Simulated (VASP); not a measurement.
# NiO2 (P-3m1) in VASP: further runs

Runs on NiO2. Level: LDA. Tasks: single point.

Everything below comes from runs of VASP 6.6.1. Logs are shortened: lines on timing, memory, paths and dates and some standing lists are left out, and cuts for length are marked.

### 1 The cell of the first run

It takes space group P-3m1 (No. 164, trigonal). Conventional cell: a = 2.724 Å, b = 2.724 Å, c = 4.327 Å, α = 90.00°, β = 90.00°, γ = 120.00°. Ni (site symmetry -3m) has 6 O at 1.78 Å within 2.4 Å. Within 2.4 Å of O (site symmetry 3m) lie 3 Ni at 1.78 Å and 3 O at 2.31 Å.

### 2 Single point, LDA (c/a of the conventional cell at fixed volume 1.5884)

INCAR

```
SYSTEM = NiO2
ALGO = Normal
EDIFF = 1E-6
ENCUT = 520
GGA = CA
ISIF = 2
ISMEAR = 0
LASPH = .True.
LCHARG = .True.
LELF = .True.
LREAL = .False.
LVHAR = .True.
LWAVE = .False.
NBANDS = 18
NELM = 100
PREC = Accurate
SIGMA = 0.05
```

KPOINTS

```
k-points
0
Gamma
  12 12 6
  0 0 0
```

POSCAR

```
NiO2
1.0
    2.7239885620      0.0000000000      0.0000000000
   -1.3619942810      2.3590432943      0.0000000000
    0.0000000000      0.0000000000      4.3267834318
Ni O
1 2
Direct
    0.0000000000      0.0000000000      0.5000000000
    0.6666666667      0.3333333333      0.6948483030
    0.3333333333      0.6666666667      0.3051516970
```

Potentials or basis: VASP PAW LDA potentials, release 64 (Ni, O).

The run is started by

```
$ cat potpaw_LDA.64/Ni/POTCAR potpaw_LDA.64/O/POTCAR > POTCAR
$ mpirun -np 1 vasp_std > vasp.out
```

OUTCAR:

```text
SYSTEM = NiO2
   EDIFF = 1E-6
   ENCUT = 520
   GGA = CA
   ISIF = 2
   ISMEAR = 0
   LASPH = .True.
   LREAL = .False.
   NELM = 100
   PREC = Accurate

 ion  position               nearest neighbor table
   1  0.000  0.000  0.500-   2 1.78   3 1.78   3 1.78   2 1.78   2 1.78   3 1.78
   2  0.667  0.333  0.695-   1 1.78   1 1.78   1 1.78
   3  0.333  0.667  0.305-   1 1.78   1 1.78   1 1.78

  LATTYP: Found a hexagonal cell.
 ALAT       =     2.7239885620
 C/A-ratio  =     1.5884000000

  Lattice vectors:

 A1 = (   2.7239885620,   0.0000000000,   0.0000000000)
 A2 = (  -1.3619942810,   2.3590432943,   0.0000000000)
 A3 = (   0.0000000000,   0.0000000000,   4.3267834318)

Analysis of symmetry for initial positions (statically):
=====================================================================
 Subroutine PRICEL returns:
 Original cell was already a primitive cell.

 Routine SETGRP: Setting up the symmetry group for a
 hexagonal supercell.

 Subroutine GETGRP returns: Found 12 space group operations
 (whereof 12 operations were pure point group operations)
 out of a pool of 24 trial point group operations.

The static configuration has the point symmetry D_3d.

Analysis of symmetry for dynamics (positions and initial velocities):
=====================================================================
 Subroutine PRICEL returns:
 Original cell was already a primitive cell.

 Routine SETGRP: Setting up the symmetry group for a
 hexagonal supercell.

 Subroutine GETGRP returns: Found 12 space group operations
 (whereof 12 operations were pure point group operations)
 out of a pool of 24 trial point group operations.

The dynamic configuration has the point symmetry D_3d.

 Subroutine INISYM returns: Found 12 space group operations
 (whereof 12 operations are pure point group operations),
 and found     1 'primitive' translations

----------------------------------------------------------------------------------------

                                     Primitive cell

  volume of cell :      27.8039

  direct lattice vectors                    reciprocal lattice vectors
     2.723988562  0.000000000  0.000000000     0.367108737  0.211950328  0.000000000
    -1.361994281  2.359043294  0.000000000     0.000000000  0.423900656  0.000000000
     0.000000000  0.000000000  4.326783432     0.000000000  0.000000000  0.231118570

  length of vectors
     2.723988562  2.723988562  4.326783432     0.423900656  0.423900656  0.231118570

  position of ions in fractional coordinates (direct lattice)
     0.000000000  0.000000000  0.500000000
     0.666666667  0.333333333  0.694848303
     0.333333333  0.666666667  0.305151697

  ion indices of the primitive-cell ions
   primitive index   ion index
                 1           1
                 2           2
                 3           3

----------------------------------------------------------------------------------------

 KPOINTS: k-points

Automatic generation of k-mesh.
 Grid dimensions read from file:
 generate k-points for:   12   12    6

 Generating k-lattice:

  Cartesian coordinates                     Fractional coordinates (reciprocal lattice)
     0.030592395  0.017662527  0.000000000     0.083333333 -0.000000000  0.000000000
     0.000000000  0.035325055  0.000000000     0.000000000  0.083333333  0.000000000
     0.000000000  0.000000000  0.038519762     0.000000000  0.000000000  0.166666667

  Length of vectors
     0.035325055  0.035325055  0.038519762

  Shift w.r.t. Gamma in fractional coordinates (k-lattice)
     0.000000000  0.000000000  0.000000000

 Subroutine IBZKPT returns following result:
 ===========================================

 Found    100 irreducible k-points:

 Following reciprocal coordinates:
            Coordinates               Weight
  0.000000  0.000000  0.000000      1.000000
  0.083333 -0.000000  0.000000      6.000000
  0.166667 -0.000000  0.000000      6.000000
  0.250000 -0.000000  0.000000      6.000000
  0.333333 -0.000000  0.000000      6.000000
  0.416667 -0.000000  0.000000      6.000000
[... 16 lines left out ...]
  0.166667 -0.000000  0.166667      6.000000
  0.000000  0.166667  0.166667      6.000000
 [... further k-points ...]
   k-points           NKPTS =    100   k-points in BZ     NKDIM =    100   number of bands    NBANDS=     18
   number of dos      NEDOS =    301   number of ions     NIONS =      3
   total plane-waves  NPLWV =  12800
   dimension x,y,z NGX =    20 NGY =   20 NGZ =   32
   dimension x,y,z NGXF=    40 NGYF=   40 NGZF=   64
   ions per type =               1   2
   NGX,Y,Z   is equivalent  to a cutoff of  12.21, 12.21, 12.30 a.u.
   NGXF,Y,Z  is equivalent  to a cutoff of  24.41, 24.41, 24.59 a.u.
 SYSTEM =  NiO2
   PREC   = accura    normal or accurate (medium, high low for compatibility)
   ISTART =      0    job   : 0-new  1-cont  2-samecut
   ICHARG =      2    charge: 1-file 2-atom 10-const
   ISPIN  =      1    spin polarized calculation?
   LNONCOLLINEAR =      F non collinear calculations
   LSORBIT =      F    spin-orbit coupling
   LASPH  =      T    aspherical Exc in radial PAW
   ENCUT  =  520.0 eV  38.22 Ry    6.18 a.u.   5.06  5.06  8.04*2*pi/ulx,y,z
   NELM   =    100;   NELMIN=  2; NELMDL= -5     # of ELM steps
   EDIFF  = 0.1E-05   stopping-criterion for ELM
   LREAL  =      F    real-space projection
   EDIFFG = 0.1E-04   stopping-criterion for IOM
   NSW    =      0    number of steps for IOM
   IBRION =     -1    ionic relax: 0-MD 1-quasi-New 2-CG
   NFREE  =      0    steps in history (QN), initial steepest desc. (CG)
   ISIF   =      2    stress and relaxation
   ISYM   =      2    0-nonsym 1-usesym 2-fastsym
   POTIM  = 0.5000    time-step for ionic-motion
   TEBEG  =    0.0;   TEEND  =   0.0 temperature during run
   PSTRESS=    0.0 pullay stress
   NELECT =      22.0000    total number of electrons
   NUPDOWN=      -1.0000    fix difference up-down
   EMIN   =  10.00;   EMAX   =-10.00  energy-range for DOS
   EFERMI =   0.00;   METHOD = LEGACY
   ISMEAR =     0;   SIGMA  =   0.05  broadening in eV -4-tet -1-fermi 0-gaus
   EFERMI_NEDOS =   21; number of points for ismear=-14 and -15
   IALGO  =     38    algorithm
   IMIX   =      4    mixing-type and parameters
     AMIX     =   0.40;   BMIX     =  1.00
     AMIX_MAG =   1.60;   BMIX_MAG =  1.00
  volume/ion in A,a.u.               =       9.27        62.54
  Fermi-wavevector in a.u.,A,eV,Ry     =   1.514190  2.861404 31.195034  2.292770
  Thomas-Fermi vector in A             =   2.623880
   LORBIT       =      0    0 simple, 1 ext, 2 COOP (PROOUT), +10 PAW based schemes
   GGA     = CA    functional components
   LHFCALC =     F    Hartree Fock is set to
   AEXX    =    0.0000 exact exchange contribution
   IVDW    =     0    specifies the selected vdW correction
   LEPSILON=     F    determine dielectric tensor
   LRPA    =     F    only Hartree local field effects (RPA)
 non-spin polarized calculation
 Gauss-broadening in eV      SIGMA  =   0.05
  energy-cutoff  :      520.00
  volume of cell :       27.80
 maximum number of plane-waves:       768
   NGX = 11   NGY = 11   NGZ = 17

 number of electron      22.0000002 magnetization

 Free energy of the ion-electron system (eV)
  ---------------------------------------------------
  ext. energy  EPLUGINS =         0.00000000
  ---------------------------------------------------
  free energy    TOTEN  =       -19.91614618 eV

  energy without entropy =      -19.91614618  energy(sigma->0) =      -19.91614618

 E-fermi :   4.4559     XC(G=0): -12.0121

 val. band max:        4.1432558937   @ k =   0.0833  -0.0000   0.5000
 cond. band min:       5.0264553495   @ k =   0.3333  -0.0000   0.3333
 fundamental gap:      0.8831994558
 Fermi energy:         4.4558775297

 k-point     1 :       0.0000    0.0000    0.0000
  band No.  band energies     occupation
      1     -16.8235      2.00000
      2     -13.1665      2.00000
      3      -2.9841      2.00000
      4      -2.9841      2.00000
      5      -2.6916      2.00000
      6       1.3649      2.00000
[... 10 lines left out ...]
     17      24.1585      0.00000
     18      24.1585      0.00000

 k-point     2 :       0.0833   -0.0000    0.0000
  band No.  band energies     occupation
      1     -16.7100      2.00000
      2     -13.2000      2.00000
      3      -2.9882      2.00000
      4      -2.9096      2.00000
      5      -2.5747      2.00000
      6       1.0073      2.00000
[... 10 lines left out ...]
     17      23.3552      0.00000
     18      24.4567      0.00000

 k-point     3 :       0.1667   -0.0000    0.0000
  band No.  band energies     occupation
      1     -16.3835      2.00000
      2     -13.2970      2.00000
      3      -2.9762      2.00000
      4      -2.6999      2.00000
      5      -2.2384      2.00000
      6       0.1166      2.00000
[... 10 lines left out ...]
     17      21.9114      0.00000
     18      25.0737      0.00000

 k-point     4 :       0.2500   -0.0000    0.0000
  band No.  band energies     occupation
      1     -15.8894      2.00000
      2     -13.4485      2.00000
      3      -2.9387      2.00000
      4      -2.4013      2.00000
      5      -1.7633      2.00000
      6      -0.8707      2.00000
[... 10 lines left out ...]
     17      20.7125      0.00000
     18      23.6009      0.00000

 k-point     5 :       0.3333   -0.0000    0.0000
  band No.  band energies     occupation
      1     -15.3050      2.00000
      2     -13.6463      2.00000
      3      -3.1038      2.00000
      4      -2.1036      2.00000
      5      -1.6845      2.00000
      6      -0.9291      2.00000
[... 10 lines left out ...]
     17      20.5521      0.00000
     18      22.8068      0.00000

 k-point     6 :       0.4167   -0.0000    0.0000
  band No.  band energies     occupation
      1     -14.7341      2.00000
      2     -13.8975      2.00000
      3      -3.5881      2.00000
      4      -1.9124      2.00000
      5      -1.4810      2.00000
      6      -0.4902      2.00000
[... 10 lines left out ...]
     17      20.6779      0.00000
     18      22.5601      0.00000

 k-point     7 :       0.5000   -0.0000    0.0000
  band No.  band energies     occupation
      1     -14.3324      2.00000
      2     -14.1720      2.00000
      3      -3.8246      2.00000
      4      -1.8554      2.00000
      5      -1.2139      2.00000
      6      -0.4391      2.00000
[... 10 lines left out ...]
     17      20.7269      0.00000
     18      22.5426      0.00000

 k-point     8 :       0.0833    0.0833    0.0000
  band No.  band energies     occupation
      1     -16.4900      2.00000
      2     -13.2651      2.00000
      3      -2.9768      2.00000
      4      -2.7741      2.00000
      5      -2.3484      2.00000
      6       0.5297      2.00000
[... 10 lines left out ...]
     17      22.3176      0.00000
     18      24.7924      0.00000
[... 229 lines left out ...]
     17      21.2574      0.00000
     18      21.8149      0.00000

 k-point    20 :       0.0000    0.0000    0.1667
  band No.  band energies     occupation
      1     -16.7930      2.00000
      2     -13.2364      2.00000
      3      -2.9815      2.00000
      4      -2.9815      2.00000
      5      -2.4916      2.00000
      6       1.3636      2.00000
[... 10 lines left out ...]
     17      24.1619      0.00000
     18      24.1619      0.00000

 k-point    21 :       0.0833   -0.0000    0.1667
  band No.  band energies     occupation
      1     -16.6797      2.00000
      2     -13.2654      2.00000
      3      -3.0196      2.00000
      4      -2.9105      2.00000
      5      -2.3563      2.00000
      6       0.9995      2.00000
[... 10 lines left out ...]
     17      23.3925      0.00000
     18      24.4541      0.00000

 k-point    22 :       0.0000    0.0833    0.1667
  band No.  band energies     occupation
      1     -16.6795      2.00000
      2     -13.2661      2.00000
      3      -3.0180      2.00000
      4      -2.9036      2.00000
      5      -2.3614      2.00000
      6       0.9996      2.00000
[... 10 lines left out ...]
     17      23.3895      0.00000
     18      24.4569      0.00000

 k-point    23 :       0.1667   -0.0000    0.1667
  band No.  band energies     occupation
      1     -16.3553      2.00000
      2     -13.3498      2.00000
      3      -3.0703      2.00000
      4      -2.7052      2.00000
      5      -2.0077      2.00000
      6       0.1056      2.00000
[... 10 lines left out ...]
     17      21.9920      0.00000
     18      25.0822      0.00000

 k-point    24 :       0.0000    0.1667    0.1667
  band No.  band energies     occupation
      1     -16.3536      2.00000
      2     -13.3545      2.00000
      3      -3.0419      2.00000
      4      -2.6905      2.00000
      5      -2.0325      2.00000
      6       0.1210      2.00000
[... 10 lines left out ...]
     17      21.9667      0.00000
     18      24.8564      0.00000

 [... further k-points ...]
[... 5 lines left out ...]
  --------------------------------------------------------------------------------------
  -------------------------------------------------------------------------------------
  Total        4.5746094      4.5746094      3.6413261      0.0000000      0.0000000      0.0000000
  in kB      263.6077948    263.6077948    209.8281770      0.0000000      0.0000000      0.0000000
  external PRESSURE =     245.6812555 kB  Pullay stress =       0.0000000 kB

 VOLUME and BASIS-vectors are now :
 -----------------------------------------------------------------------------
  energy-cutoff  :      520.00
  volume of cell :       27.80
      direct lattice vectors                 reciprocal lattice vectors
     2.723988562  0.000000000  0.000000000     0.367108737  0.211950328  0.000000000
    -1.361994281  2.359043294  0.000000000     0.000000000  0.423900656  0.000000000
     0.000000000  0.000000000  4.326783432     0.000000000  0.000000000  0.231118570

 POSITION                                       TOTAL-FORCE (eV/Angst)
 -----------------------------------------------------------------------------------
      0.00000      0.00000      2.16339        -0.000000      0.000000      0.000000
      1.36199      0.78635      3.00646        -0.000000      0.000000      2.292694
     -0.00000      1.57270      1.32033         0.000000     -0.000000     -2.292694
 -----------------------------------------------------------------------------------
    total drift:                               -0.000000      0.000000     -0.000000

  FREE ENERGIE OF THE ION-ELECTRON SYSTEM (eV)
  ---------------------------------------------------
  free  energy   TOTEN  =       -19.9161461808 eV

  energy  without entropy=      -19.9161461808  energy(sigma->0) =      -19.91614618
```

Run time: 26 s. Hardware: 1 thread of Intel Xeon 6975P-C, shared host; peak memory 0.16 GiB.

Results:

| Property | Result |
| --- | --- |
| Free energy | -19.9161 eV |
| Pressure | 24.6 GPa |
| Largest force | 2.293 eV/Å |
| Band gap on the k mesh | 0.88 eV, indirect (least direct gap 1.36 eV) |

Forces in eV/Å, atoms in the order of the input:
```
Ni   0.000  0.000  0.000
O    0.000  0.000  2.293
O    0.000  0.000 -2.293
```

Caveat: forces of over 1 eV/Å act on the atoms, so gaps and moduli don't describe the material at rest.

(Part 1 of 2 ends here.)
